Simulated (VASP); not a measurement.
# TiCo (Pm-3m) in VASP: a series of runs

The runs below take TiCo through single point, with PBEsol.

Everything below comes from runs of VASP 6.6.1. Logs are shortened: lines on timing, memory, paths and dates and some standing lists are left out, and cuts for length are marked.

### Step 1. The cell of the first run

It takes space group Pm-3m (No. 221, cubic). Conventional cell: a = 2.918 Å, b = 2.918 Å, c = 2.918 Å, α = 90.00°, β = 90.00°, γ = 90.00°. Ti (site symmetry m-3m) has 8 Co at 2.53 Å and 6 Ti at 2.92 Å within 3.3 Å. Co (site symmetry m-3m) has 8 Ti at 2.53 Å and 6 Co at 2.92 Å within 3.3 Å.

### Step 2. Single point, PBEsol, collinear spin, ferromagnetic start

Input file INCAR:

```
SYSTEM = TiCo
ALGO     = Normal         ! electronic algorithm
EDIFF    = 1E-6           ! SCF threshold, eV
ENCUT    = 520            ! plane-wave cutoff, eV
GGA      = PS             ! functional
ISIF     = 2              ! what is computed and relaxed
ISMEAR   = 0              ! smearing method
ISPIN    = 2              ! spin polarisation
LASPH    = .TRUE.         ! aspherical terms in the spheres
LCHARG   = .FALSE.        ! write CHGCAR
LMAXMIX  = 4              ! l up to which the mixer works
LORBIT   = 11             ! projections on sites
LREAL    = .FALSE.        ! projectors in reciprocal space
LWAVE    = .FALSE.        ! write WAVECAR
MAGMOM   = 0 0.73         ! initial moments
NBANDS   = 22             ! bands
NELM     = 150            ! most SCF steps
PREC     = Accurate       ! precision mode
SIGMA    = 0.1            ! smearing width, eV
```

Input file KPOINTS:

```
k-points
0
G
  14 14 14
  0 0 0
```

Input file POSCAR:

```
TiCo
1.0
    2.9178510998      0.0000000000      0.0000000000
    0.0000000000      2.9178510998      0.0000000000
    0.0000000000      0.0000000000      2.9178510998
Ti Co
1 1
Direct
    0.0000000000      0.0000000000      0.0000000000
    0.5000000000      0.5000000000      0.5000000000
```

Potentials or basis: VASP PAW PBE potentials, release 64 (Ti_sv, Co).

Run with:

```bash
cat potpaw_PBE.64/Ti_sv/POTCAR potpaw_PBE.64/Co/POTCAR > POTCAR
mpirun -np 1 vasp_std > vasp.out
```

OUTCAR:

```text
SYSTEM = TiCo
   EDIFF = 1E-6
   ENCUT = 520
   GGA = PS
   ISIF = 2
   ISMEAR = 0
   ISPIN = 2
   LASPH = .TRUE.
   LORBIT = 11
   LREAL = .FALSE.
   NELM = 150
   PREC = Accurate

 ion  position               nearest neighbor table
   1  0.000  0.000  0.000-   2 2.53   2 2.53   2 2.53   2 2.53   2 2.53   2 2.53   2 2.53   2 2.53

   2  0.500  0.500  0.500-   1 2.53   1 2.53   1 2.53   1 2.53   1 2.53   1 2.53   1 2.53   1 2.53

  LATTYP: Found a simple cubic cell.
 ALAT       =     2.9178510998

  Lattice vectors:

 A1 = (   2.9178510998,   0.0000000000,   0.0000000000)
 A2 = (   0.0000000000,   2.9178510998,   0.0000000000)
 A3 = (   0.0000000000,   0.0000000000,   2.9178510998)

Analysis of symmetry for initial positions (statically):
=====================================================================
 Subroutine PRICEL returns:
 Original cell was already a primitive cell.

 Routine SETGRP: Setting up the symmetry group for a
 simple cubic supercell.

 Subroutine GETGRP returns: Found 48 space group operations
 (whereof 48 operations were pure point group operations)
 out of a pool of 48 trial point group operations.

The static configuration has the point symmetry O_h .

Analysis of symmetry for dynamics (positions and initial velocities):
=====================================================================
 Subroutine PRICEL returns:
 Original cell was already a primitive cell.

 Routine SETGRP: Setting up the symmetry group for a
 simple cubic supercell.

 Subroutine GETGRP returns: Found 48 space group operations
 (whereof 48 operations were pure point group operations)
 out of a pool of 48 trial point group operations.

The dynamic configuration has the point symmetry O_h .

Analysis of structural, dynamic, and magnetic symmetry:
=====================================================================
 Subroutine PRICEL returns:
 Original cell was already a primitive cell.

 Routine SETGRP: Setting up the symmetry group for a
 simple cubic supercell.

 Subroutine GETGRP returns: Found 48 space group operations
 (whereof 48 operations were pure point group operations)
 out of a pool of 48 trial point group operations.

The overall configuration has the point symmetry O_h .

 Subroutine INISYM returns: Found 48 space group operations
 (whereof 48 operations are pure point group operations),
 and found     1 'primitive' translations

----------------------------------------------------------------------------------------

                                     Primitive cell

  volume of cell :      24.8422

  direct lattice vectors                    reciprocal lattice vectors
     2.917851100  0.000000000  0.000000000     0.342717968  0.000000000  0.000000000
     0.000000000  2.917851100  0.000000000     0.000000000  0.342717968  0.000000000
     0.000000000  0.000000000  2.917851100     0.000000000  0.000000000  0.342717968

  length of vectors
     2.917851100  2.917851100  2.917851100     0.342717968  0.342717968  0.342717968

  position of ions in fractional coordinates (direct lattice)
     0.000000000  0.000000000  0.000000000
     0.500000000  0.500000000  0.500000000

  ion indices of the primitive-cell ions
   primitive index   ion index
                 1           1
                 2           2

----------------------------------------------------------------------------------------

 KPOINTS: k-points

Automatic generation of k-mesh.
 Grid dimensions read from file:
 generate k-points for:   14   14   14

 Generating k-lattice:

  Cartesian coordinates                     Fractional coordinates (reciprocal lattice)
     0.024479855  0.000000000  0.000000000     0.071428571  0.000000000  0.000000000
     0.000000000  0.024479855  0.000000000     0.000000000  0.071428571  0.000000000
     0.000000000  0.000000000  0.024479855     0.000000000  0.000000000  0.071428571

  Length of vectors
     0.024479855  0.024479855  0.024479855

  Shift w.r.t. Gamma in fractional coordinates (k-lattice)
     0.000000000  0.000000000  0.000000000

 Subroutine IBZKPT returns following result:
 ===========================================

 Found    120 irreducible k-points:

 Following reciprocal coordinates:
            Coordinates               Weight
  0.000000  0.000000  0.000000      1.000000
  0.071429  0.000000  0.000000      6.000000
  0.142857  0.000000  0.000000      6.000000
  0.214286  0.000000  0.000000      6.000000
  0.285714  0.000000  0.000000      6.000000
  0.357143  0.000000  0.000000      6.000000
[... 16 lines left out ...]
  0.285714  0.214286  0.000000     24.000000
  0.357143  0.214286  0.000000     24.000000
 [... further k-points ...]
   k-points           NKPTS =    120   k-points in BZ     NKDIM =    120   number of bands    NBANDS=     22
   number of dos      NEDOS =    301   number of ions     NIONS =      2
   total plane-waves  NPLWV =  13824
   dimension x,y,z NGX =    24 NGY =   24 NGZ =   24
   dimension x,y,z NGXF=    48 NGYF=   48 NGZF=   48
   ions per type =               1   1
   NGX,Y,Z   is equivalent  to a cutoff of  13.67, 13.67, 13.67 a.u.
   NGXF,Y,Z  is equivalent  to a cutoff of  27.35, 27.35, 27.35 a.u.
 SYSTEM =  TiCo
   PREC   = accura    normal or accurate (medium, high low for compatibility)
   ISTART =      0    job   : 0-new  1-cont  2-samecut
   ICHARG =      2    charge: 1-file 2-atom 10-const
   ISPIN  =      2    spin polarized calculation?
   LNONCOLLINEAR =      F non collinear calculations
   LSORBIT =      F    spin-orbit coupling
   LASPH  =      T    aspherical Exc in radial PAW
   ENCUT  =  520.0 eV  38.22 Ry    6.18 a.u.   5.43  5.43  5.43*2*pi/ulx,y,z
   NELM   =    150;   NELMIN=  2; NELMDL= -5     # of ELM steps
   EDIFF  = 0.1E-05   stopping-criterion for ELM
   LREAL  =      F    real-space projection
   EDIFFG = 0.1E-04   stopping-criterion for IOM
   NSW    =      0    number of steps for IOM
   IBRION =     -1    ionic relax: 0-MD 1-quasi-New 2-CG
   NFREE  =      0    steps in history (QN), initial steepest desc. (CG)
   ISIF   =      2    stress and relaxation
   ISYM   =      2    0-nonsym 1-usesym 2-fastsym
   POTIM  = 0.5000    time-step for ionic-motion
   TEBEG  =    0.0;   TEEND  =   0.0 temperature during run
   PSTRESS=    0.0 pullay stress
   NELECT =      21.0000    total number of electrons
   NUPDOWN=      -1.0000    fix difference up-down
   EMIN   =  10.00;   EMAX   =-10.00  energy-range for DOS
   EFERMI =   0.00;   METHOD = LEGACY
   ISMEAR =     0;   SIGMA  =   0.10  broadening in eV -4-tet -1-fermi 0-gaus
   EFERMI_NEDOS =   21; number of points for ismear=-14 and -15
   IALGO  =     38    algorithm
   IMIX   =      4    mixing-type and parameters
     AMIX     =   0.40;   BMIX     =  1.00
     AMIX_MAG =   1.60;   BMIX_MAG =  1.00
  volume/ion in A,a.u.               =      12.42        83.82
  Fermi-wavevector in a.u.,A,eV,Ry     =   1.547931  2.925165 32.600770  2.396089
  Thomas-Fermi vector in A             =   2.652953
   LORBIT       =     11    0 simple, 1 ext, 2 COOP (PROOUT), +10 PAW based schemes
   GGA     = PS    functional components
   LHFCALC =     F    Hartree Fock is set to
   AEXX    =    0.0000 exact exchange contribution
   IVDW    =     0    specifies the selected vdW correction
   LEPSILON=     F    determine dielectric tensor
   LRPA    =     F    only Hartree local field effects (RPA)
 spin polarized calculation
 Gauss-broadening in eV      SIGMA  =   0.10
  energy-cutoff  :      520.00
  volume of cell :       24.84
 maximum number of plane-waves:       691
 NGX is ok and might be reduce to    24
   NGX = 11   NGY = 11   NGZ = 11

 number of electron      21.0000015 magnetization       0.5123723

 Free energy of the ion-electron system (eV)
  ---------------------------------------------------
  ext. energy  EPLUGINS =         0.00000000
  ---------------------------------------------------
  free energy    TOTEN  =       -16.90223700 eV

  energy without entropy =      -16.89125871  energy(sigma->0) =      -16.89674786

 E-fermi :  10.7047     XC(G=0): -13.1108

 val. band max:       10.7028429933   @ k =   0.5000   0.2857   0.0714
 cond. band min:      10.7057378651   @ k =   0.3571   0.1429   0.0714
 fundamental gap:      0.0028948719
 Fermi energy:        10.7047491911

 spin component 1

 k-point     1 :       0.0000    0.0000    0.0000
  band No.  band energies     occupation
      1     -46.1448      1.00000
      2     -22.3130      1.00000
      3     -22.3130      1.00000
      4     -22.3130      1.00000
      5       2.7049      1.00000
      6       6.3421      1.00000
[... 14 lines left out ...]
     21      31.4982      0.00000
     22      32.1487      0.00000
[... 552 lines left out ...]
  band No.  band energies     occupation
      1     -46.0938      1.00000
      2     -22.6067      1.00000
      3     -22.4311      1.00000
      4     -22.2768      1.00000
      5       5.5646      1.00000
      6       7.0234      1.00000
[... 14 lines left out ...]
     21      29.4278      0.00000
     22      31.2663      0.00000

 [... further k-points ...]

 spin component 2

 k-point     1 :       0.0000    0.0000    0.0000
  band No.  band energies     occupation
      1     -46.1394      1.00000
      2     -22.3081      1.00000
      3     -22.3081      1.00000
      4     -22.3081      1.00000
      5       2.7242      1.00000
      6       6.6878      1.00000
[... 14 lines left out ...]
     21      31.6005      0.00000
     22      32.1152      0.00000
[... 552 lines left out ...]
  band No.  band energies     occupation
      1     -46.0882      1.00000
      2     -22.6032      1.00000
      3     -22.4268      1.00000
      4     -22.2718      1.00000
      5       5.6263      1.00000
      6       7.3093      1.00000
[... 14 lines left out ...]
     21      29.4045      0.00000
     22      31.3245      0.00000

 [... further k-points ...]

------------------------ aborting loop because EDIFF is reached ----------------------------------------

  FORCE on cell =-STRESS in cart. coord.  units (eV):
  Direction    XX          YY          ZZ          XY          YZ          ZX
  --------------------------------------------------------------------------------------
  -------------------------------------------------------------------------------------
  Total        0.5339001      0.5339001      0.5339001      0.0000000     -0.0000000     -0.0000000
  in kB       34.4334998     34.4334998     34.4334998      0.0000000     -0.0000000     -0.0000000
  external PRESSURE =      34.4334998 kB  Pullay stress =       0.0000000 kB

 VOLUME and BASIS-vectors are now :
 -----------------------------------------------------------------------------
  energy-cutoff  :      520.00
  volume of cell :       24.84
      direct lattice vectors                 reciprocal lattice vectors
     2.917851100  0.000000000  0.000000000     0.342717968  0.000000000  0.000000000
     0.000000000  2.917851100  0.000000000     0.000000000  0.342717968  0.000000000
     0.000000000  0.000000000  2.917851100     0.000000000  0.000000000  0.342717968

 POSITION                                       TOTAL-FORCE (eV/Angst)
 -----------------------------------------------------------------------------------
      0.00000      0.00000      0.00000         0.000000      0.000000      0.000000
      1.45893      1.45893      1.45893         0.000000      0.000000      0.000000
 -----------------------------------------------------------------------------------
    total drift:                                0.000000      0.000000     -0.000000

  FREE ENERGIE OF THE ION-ELECTRON SYSTEM (eV)
  ---------------------------------------------------
  free  energy   TOTEN  =       -16.9022369993 eV

  energy  without entropy=      -16.8912587127  energy(sigma->0) =      -16.89674786

 total charge

# of ion       s       p       d       tot
------------------------------------------
    1        2.265   6.205   1.921  10.391
    2        0.552   0.493   7.374   8.418
--------------------------------------------------
tot          2.816   6.698   9.295  18.810

 magnetization (x)

# of ion       s       p       d       tot
------------------------------------------
    1       -0.002  -0.006   0.004  -0.005
    2        0.020  -0.002   0.516   0.534
--------------------------------------------------
tot          0.019  -0.008   0.519   0.530
```

Run time: 65 s. Hardware: 1 thread of Intel Xeon Platinum 8488C (Sapphire Rapids), shared host; peak memory 0.22 GiB.

Results:

| Quantity | Value |
| --- | --- |
| Free energy | -16.9022 eV |
| Pressure | 3.4 GPa |
| Net moment | 0.51 μB per cell |
| Site moments | Ti -0.01; Co +0.53 μB |
| Valence electrons inside the program's atomic spheres | Ti 10.39; Co 8.42 |

Caveat: the cell stands under pressure; the PAW data sets were made with another functional, which shifts forces and pressure a little.

(Continued in part 2 of 2.)
